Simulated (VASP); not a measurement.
Input of a VASP 6.6.1 run:

The input INCAR:

```
PREC = Accurate ; ENCUT = 520
EDIFF = 1E-6 ; ISMEAR = -1
SIGMA = 0.05 ; LREAL = F
LASPH = T ; NELM = 150
ALGO = Normal ; ISIF = 2
LWAVE = F ; LCHARG = T
ISPIN = 2 ; MAGMOM = 4 0
LORBIT = 11 ; LMAXMIX = 4
GGA = PE ; LELF = T
LVHAR = T ; NBANDS = 20
```

The input KPOINTS:

```
Automatic mesh
0
Gamma
  10 10 10
```

Contents of POSCAR:

```
MnO
1.0
    0.0000000000      2.2070871268      2.2070871268
    2.2070871268      0.0000000000      2.2070871268
    2.2070871268      2.2070871268      0.0000000000
Mn O
1 1
Direct
    0.0000000000      0.0000000000      0.0000000000
    0.5000000000      0.5000000000      0.5000000000
```

Potentials or basis: VASP PAW PBE potentials, release 64 (Mn_pv, O).

The run is started by

```sh
$ cat potpaw_PBE.64/Mn_pv/POTCAR potpaw_PBE.64/O/POTCAR > POTCAR
$ mpirun -np 1 vasp_std > vasp.out
```

Question: Predict the pressure.

Answer: 2.9 GPa.

Question: What does it give for the net moment?

Answer: 4.73 μB per cell.

Caveat: a cell with one magnetic atom can't hold antiferromagnetic order, which such compounds often take.
